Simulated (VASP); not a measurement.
# ZnS (CsCl type) (Pm-3m) in VASP: a series of runs, part 4 of 4

VASP 6.6.1. The steps go on from the part before.

**5. Single point, PBE (volume scaled by 0.94)**

The input, INCAR:

```
SYSTEM = ZnS
PREC = Accurate ; ENCUT = 520
EDIFF = 1E-7 ; ISMEAR = -1
SIGMA = 0.1 ; LREAL = .False.
LASPH = .True. ; NELM = 80
ALGO = Normal ; ISIF = 2
LWAVE = .False. ; LCHARG = .False.
GGA = PE ; NBANDS = 16
```

The input, KPOINTS:

```
Automatic mesh
0
Gamma
  15 15 15
  0 0 0
```

The input, POSCAR:

```
ZnS
1.0
    3.1321887209      0.0000000000      0.0000000000
    0.0000000000      3.1321887209      0.0000000000
    0.0000000000      0.0000000000      3.1321887209
Zn S
1 1
Direct
    0.0000000000      0.0000000000      0.0000000000
    0.5000000000      0.5000000000      0.5000000000
```

Potentials or basis: VASP PAW PBE potentials, release 64 (Zn, S).

The run is started by

```
$ cat potpaw_PBE.64/Zn/POTCAR potpaw_PBE.64/S/POTCAR > POTCAR
$ mpirun -np 1 vasp_std > vasp.out
```

OUTCAR:

```text
SYSTEM = ZnS
   PREC = Accurate
   ENCUT = 520
   EDIFF = 1E-7
   ISMEAR = -1
   LREAL = .False.
   LASPH = .True.
   NELM = 80
   ISIF = 2
   GGA = PE

 ion  position               nearest neighbor table
   1  0.000  0.000  0.000-   2 2.71   2 2.71   2 2.71   2 2.71   2 2.71   2 2.71   2 2.71   2 2.71

   2  0.500  0.500  0.500-   1 2.71   1 2.71   1 2.71   1 2.71   1 2.71   1 2.71   1 2.71   1 2.71

  LATTYP: Found a simple cubic cell.
 ALAT       =     3.1321887209

  Lattice vectors:

 A1 = (   3.1321887209,   0.0000000000,   0.0000000000)
 A2 = (   0.0000000000,   3.1321887209,   0.0000000000)
 A3 = (   0.0000000000,   0.0000000000,   3.1321887209)

Analysis of symmetry for initial positions (statically):
=====================================================================
 Subroutine PRICEL returns:
 Original cell was already a primitive cell.

 Routine SETGRP: Setting up the symmetry group for a
 simple cubic supercell.

 Subroutine GETGRP returns: Found 48 space group operations
 (whereof 48 operations were pure point group operations)
 out of a pool of 48 trial point group operations.

The static configuration has the point symmetry O_h .

Analysis of symmetry for dynamics (positions and initial velocities):
=====================================================================
 Subroutine PRICEL returns:
 Original cell was already a primitive cell.

 Routine SETGRP: Setting up the symmetry group for a
 simple cubic supercell.

 Subroutine GETGRP returns: Found 48 space group operations
 (whereof 48 operations were pure point group operations)
 out of a pool of 48 trial point group operations.

The dynamic configuration has the point symmetry O_h .

 Subroutine INISYM returns: Found 48 space group operations
 (whereof 48 operations are pure point group operations),
 and found     1 'primitive' translations

----------------------------------------------------------------------------------------

                                     Primitive cell

  volume of cell :      30.7287

  direct lattice vectors                    reciprocal lattice vectors
     3.132188721  0.000000000  0.000000000     0.319265564  0.000000000  0.000000000
     0.000000000  3.132188721  0.000000000     0.000000000  0.319265564  0.000000000
     0.000000000  0.000000000  3.132188721     0.000000000  0.000000000  0.319265564

  length of vectors
     3.132188721  3.132188721  3.132188721     0.319265564  0.319265564  0.319265564

  position of ions in fractional coordinates (direct lattice)
     0.000000000  0.000000000  0.000000000
     0.500000000  0.500000000  0.500000000

  ion indices of the primitive-cell ions
   primitive index   ion index
                 1           1
                 2           2

----------------------------------------------------------------------------------------

 KPOINTS: Automatic mesh

Automatic generation of k-mesh.
 Grid dimensions read from file:
 generate k-points for:   15   15   15

 Generating k-lattice:

  Cartesian coordinates                     Fractional coordinates (reciprocal lattice)
     0.021284371  0.000000000  0.000000000     0.066666667  0.000000000  0.000000000
     0.000000000  0.021284371  0.000000000     0.000000000  0.066666667  0.000000000
     0.000000000  0.000000000  0.021284371     0.000000000  0.000000000  0.066666667

  Length of vectors
     0.021284371  0.021284371  0.021284371

  Shift w.r.t. Gamma in fractional coordinates (k-lattice)
     0.000000000  0.000000000  0.000000000

 Subroutine IBZKPT returns following result:
 ===========================================

 Found    120 irreducible k-points:

 Following reciprocal coordinates:
            Coordinates               Weight
  0.000000  0.000000  0.000000      1.000000
  0.066667  0.000000  0.000000      6.000000
  0.133333  0.000000  0.000000      6.000000
  0.200000  0.000000  0.000000      6.000000
  0.266667  0.000000  0.000000      6.000000
  0.333333  0.000000  0.000000      6.000000
[... 16 lines left out ...]
  0.266667  0.200000  0.000000     24.000000
  0.333333  0.200000  0.000000     24.000000
 [... further k-points ...]
   k-points           NKPTS =    120   k-points in BZ     NKDIM =    120   number of bands    NBANDS=     16
   number of dos      NEDOS =    301   number of ions     NIONS =      2
   total plane-waves  NPLWV =  13824
   dimension x,y,z NGX =    24 NGY =   24 NGZ =   24
   dimension x,y,z NGXF=    48 NGYF=   48 NGZF=   48
   ions per type =               1   1
   NGX,Y,Z   is equivalent  to a cutoff of  12.74, 12.74, 12.74 a.u.
   NGXF,Y,Z  is equivalent  to a cutoff of  25.48, 25.48, 25.48 a.u.
 SYSTEM =  ZnS
   PREC   = accura    normal or accurate (medium, high low for compatibility)
   ISTART =      0    job   : 0-new  1-cont  2-samecut
   ICHARG =      2    charge: 1-file 2-atom 10-const
   ISPIN  =      1    spin polarized calculation?
   LNONCOLLINEAR =      F non collinear calculations
   LSORBIT =      F    spin-orbit coupling
   LASPH  =      T    aspherical Exc in radial PAW
   ENCUT  =  520.0 eV  38.22 Ry    6.18 a.u.   5.82  5.82  5.82*2*pi/ulx,y,z
   NELM   =     80;   NELMIN=  2; NELMDL= -5     # of ELM steps
   EDIFF  = 0.1E-06   stopping-criterion for ELM
   LREAL  =      F    real-space projection
   EDIFFG = 0.1E-05   stopping-criterion for IOM
   NSW    =      0    number of steps for IOM
   IBRION =     -1    ionic relax: 0-MD 1-quasi-New 2-CG
   NFREE  =      0    steps in history (QN), initial steepest desc. (CG)
   ISIF   =      2    stress and relaxation
   ISYM   =      2    0-nonsym 1-usesym 2-fastsym
   POTIM  = 0.5000    time-step for ionic-motion
   TEBEG  =    0.0;   TEEND  =   0.0 temperature during run
   PSTRESS=    0.0 pullay stress
   NELECT =      18.0000    total number of electrons
   NUPDOWN=      -1.0000    fix difference up-down
   EMIN   =  10.00;   EMAX   =-10.00  energy-range for DOS
   EFERMI =   0.00;   METHOD = LEGACY
   ISMEAR =    -1;   SIGMA  =   0.10  broadening in eV -4-tet -1-fermi 0-gaus
   EFERMI_NEDOS =   21; number of points for ismear=-14 and -15
   IALGO  =     38    algorithm
   IMIX   =      4    mixing-type and parameters
     AMIX     =   0.40;   BMIX     =  1.00
     AMIX_MAG =   1.60;   BMIX_MAG =  1.00
  volume/ion in A,a.u.               =      15.36       103.68
  Fermi-wavevector in a.u.,A,eV,Ry     =   1.369781  2.588510 25.528604  1.876299
  Thomas-Fermi vector in A             =   2.495626
   LORBIT       =      0    0 simple, 1 ext, 2 COOP (PROOUT), +10 PAW based schemes
   GGA     = PE    functional components
   LHFCALC =     F    Hartree Fock is set to
   AEXX    =    0.0000 exact exchange contribution
   IVDW    =     0    specifies the selected vdW correction
   LEPSILON=     F    determine dielectric tensor
   LRPA    =     F    only Hartree local field effects (RPA)
 non-spin polarized calculation
  energy-cutoff  :      520.00
  volume of cell :       30.73
 maximum number of plane-waves:       845
 NGX is ok and might be reduce to    24
   NGX = 11   NGY = 11   NGZ = 11

 number of electron      17.9999980 magnetization

 Free energy of the ion-electron system (eV)
  ---------------------------------------------------
  ext. energy  EPLUGINS =         0.00000000
  ---------------------------------------------------
  free energy    TOTEN  =        -4.91128161 eV

  energy without entropy =       -4.87391739  energy(sigma->0) =       -4.89259950

 E-fermi :   5.2972     XC(G=0): -11.3287

 val. band max:        5.2646495952   @ k =   0.4000   0.0667   0.0000
 cond. band min:       5.2975238663   @ k =   0.4667   0.2667   0.0667
 fundamental gap:      0.0328742711
 Fermi energy:         5.2971571053

 k-point     1 :       0.0000    0.0000    0.0000
  band No.  band energies     occupation
      1      -9.6085      2.00000
      2      -1.9379      2.00000
      3      -1.9379      2.00000
      4      -1.4875      2.00000
      5      -1.4875      2.00000
      6      -1.4875      2.00000
[... 8 lines left out ...]
     15      18.0033      0.00000
     16      20.6380      0.00000
[... 419 lines left out ...]
 k-point    24 :       0.3333    0.2000    0.0000
  band No.  band energies     occupation
      1      -8.1918      2.00000
      2      -2.1489      2.00000
      3      -1.8022      2.00000
      4      -1.6851      2.00000
      5      -1.6574      2.00000
      6      -1.5316      2.00000
[... 8 lines left out ...]
     15      18.4528      0.00000
     16      19.4641      0.00000

 [... further k-points ...]

------------------------ aborting loop because EDIFF is reached ----------------------------------------

  FORCE on cell =-STRESS in cart. coord.  units (eV):
  Direction    XX          YY          ZZ          XY          YZ          ZX
  --------------------------------------------------------------------------------------
  -------------------------------------------------------------------------------------
  Total        1.0467266      1.0467266      1.0467266      0.0000000      0.0000000      0.0000000
  in kB       54.5757948     54.5757948     54.5757948      0.0000000      0.0000000      0.0000000
  external PRESSURE =      54.5757948 kB  Pullay stress =       0.0000000 kB

 VOLUME and BASIS-vectors are now :
 -----------------------------------------------------------------------------
  energy-cutoff  :      520.00
  volume of cell :       30.73
      direct lattice vectors                 reciprocal lattice vectors
     3.132188721  0.000000000  0.000000000     0.319265564  0.000000000  0.000000000
     0.000000000  3.132188721  0.000000000     0.000000000  0.319265564  0.000000000
     0.000000000  0.000000000  3.132188721     0.000000000  0.000000000  0.319265564

 POSITION                                       TOTAL-FORCE (eV/Angst)
 -----------------------------------------------------------------------------------
      0.00000      0.00000      0.00000         0.000000      0.000000      0.000000
      1.56609      1.56609      1.56609         0.000000      0.000000      0.000000
 -----------------------------------------------------------------------------------
    total drift:                               -0.000000      0.000000     -0.000000

  FREE ENERGIE OF THE ION-ELECTRON SYSTEM (eV)
  ---------------------------------------------------
  free  energy   TOTEN  =        -4.9112816102 eV

  energy  without entropy=       -4.8739173886  energy(sigma->0) =       -4.89259950
```

stdout:

```text
POSCAR found type information on POSCAR ZnS
 POSCAR found :  2 types and       2 ions
 scaLAPACK will be used
 LDA part: xc-table for (Slater+PW92), standard interpolation
 POSCAR, INCAR and KPOINTS ok, starting setup
 FFT: planning ... GRIDC
 FFT: planning ... GRID_SOFT
 FFT: planning ... GRID
 WAVECAR not read
 entering main loop
```

Run time: 14 s. Hardware: 1 thread of Intel Xeon 6975P-C (Granite Rapids), shared host; peak memory 0.17 GiB.

What came out:

```
Free energy            : -4.9113 eV
Pressure               : 5.5 GPa
Band gap on the k mesh : zero (band 9 reaches 5.58 eV, above the bottom of band 10 at 4.29 eV)
```

Levels at points of the mesh, in eV from the Fermi level:
| k point | band 7 | band 8 | band 9 | band 10 | band 11 | band 12 |
| --- | --- | --- | --- | --- | --- | --- |
| (0.00, 0.00, 0.00) | -1.38 | -1.38 | -1.38 | -0.27 | 6.05 | 6.05 |

**6. Summary**

```csv
cell,gap on the mesh (eV),pressure (GPa)
"a = 2.968 Å, 2 atoms",none,27.9
"a = 3.064 Å, 2 atoms",none,13.0
"a = 3.132 Å, 2 atoms",none,5.5
```

Alike in all rows: task single point; level PBE; potentials or basis VASP PAW PBE potentials, release 64 (Zn, S); no spin polarisation; k mesh 15 × 15 × 15; cutoff (eV) 520; smearing fermi-dirac 0.1 eV.

Absolute energies hang on the potentials; compare differences alone.
